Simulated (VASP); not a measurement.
Runs of VASP 6.6.1 on Lu. The structure is that of space group P6_3/mmc (No. 194), or close to it. The cells are those of the table. 

| cell | gap on the mesh (eV) | pressure (GPa) |
| --- | --- | --- |
| a = 3.187, b = 3.187, c = 5.036 Å, angles 90.0, 90.0, 120.0°, 2 atoms | none | 15.3 |
| a = 3.444, b = 3.444, c = 5.372 Å, angles 90.0, 90.0, 120.0°, 2 atoms | none | 0.1 |
| a = 3.034, b = 3.034, c = 4.860 Å, angles 90.0, 90.0, 120.0°, 2 atoms | none | 30.6 |
| a = 2.925, b = 2.925, c = 4.750 Å, angles 90.0, 90.0, 120.0°, 2 atoms | none | (a) |

Alike in all rows: task single point; level PBEsol; potentials or basis VASP PAW PBE potentials, release 64 (Lu); no spin polarisation; k mesh 8 × 8 × 5; cutoff (eV) 520; smearing fermi-dirac 0.1 eV.

Problem. Fill in the values left out.

Solution. (a) 46.1.

Caveats: the PAW data sets were made with another functional, which shifts forces and pressure a little; spin-orbit coupling is left out, which moves the levels of the heavy elements; the cell stands under pressure (at least some runs).

A k mesh can miss the band edges, and the runs leave out spin-orbit coupling on Lu.

A gap of «none» marks levels without a gap at the run's occupations.
